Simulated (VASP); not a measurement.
A run of VASP 6.6.1:

INCAR

```
PREC = Accurate
ENCUT = 520
EDIFF = 1E-7
ISMEAR = 0
SIGMA = 0.05
LREAL = False
LASPH = True
NELM = 60
ALGO = Normal
ISIF = 2
LWAVE = False
LCHARG = False
GGA = PE
IVDW = 12
NBANDS = 44
```

KPOINTS

```
regular mesh
0
Gamma
  6 6 4
```

Contents of POSCAR:

```
CO2
1.0
   -4.4266922703      0.0000000000      0.0000000000
    0.0000000000      0.0000000000     -4.8089842275
    0.0000000000     -8.8533845406      0.0000000000
C O
4 8
Direct
    0.5000000000      0.5000000000      0.2500000000
    0.5000000000      0.5000000000      0.7500000000
    0.0000000000      0.0000000000      0.5000000000
    0.0000000000      0.0000000000      0.0000000000
    0.6867475125      0.5000000000      0.1566262438
    0.6867475125      0.5000000000      0.6566262438
    0.3132524875      0.5000000000      0.3433737562
    0.3132524875      0.5000000000      0.8433737562
    0.8132524875      0.0000000000      0.4066262438
    0.8132524875      0.0000000000      0.9066262438
    0.1867475125      0.0000000000      0.0933737562
    0.1867475125      0.0000000000      0.5933737562
```

Potentials or basis: VASP PAW PBE potentials, release 64 (C, O).

Command:

```sh
$ cat potpaw_PBE.64/C/POTCAR potpaw_PBE.64/O/POTCAR > POTCAR
$ mpirun -np 1 vasp_std > vasp.out
```

Hardware: 1 thread of AMD EPYC 7R13, on a shared host.

Problem. How long does it take, and how much memory?

Solution. Wall time 11 min on 1 thread of AMD EPYC 7R13, on a shared host, peak memory 0.43 GiB. Counts: scf iterations 15, k points 48.
